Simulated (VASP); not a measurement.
TaN: single point with PBE

Crystal: TaN.

```
Ta N
1.0
     0.00000    2.21132    2.21132
     2.21132    0.00000    2.21132
     2.21132    2.21132    0.00000
Ta N
1 1
Direct
  0.50000 0.50000 0.50000
  0.00000 0.00000 0.00000
```

* Program: VASP 6.6.1
* Task: single point
* Functional: PBE
* Potentials or basis: VASP PAW PBE potentials, release 64 (Ta_pv, N)
* Cutoff: 520 eV
* k mesh: 10 × 10 × 10
* Occupations: gaussian, width 0.021 eV
* Spin: no spin polarisation

```yaml
Pressure: -0.6 GPa
Band_gap_on_the_k_mesh: zero (band 8 reaches 11.20 eV, above the bottom of band 9 at 7.29 eV)
```

Levels at points of the mesh, in eV from the Fermi level:
```
           k point  band 6  band 7  band 8  band 9  band 10  band 11
(0.00, 0.00, 0.00)   -3.82   -3.82   -2.12   -2.12    -2.12     0.00
(0.50, 0.00, 0.00)   -7.50   -7.50    1.79    1.79     1.88     3.72
(0.50, 0.50, 0.00)   -5.41   -4.64   -4.64    2.00     3.38     3.38
```

Wall time 5.8 s on 1 thread of Intel(R) Xeon(R) 6975P-C (Granite Rapids), on a shared host, peak memory 0.14 GiB.

Caveat: spin-orbit coupling is left out, which moves the levels of the heavy elements.
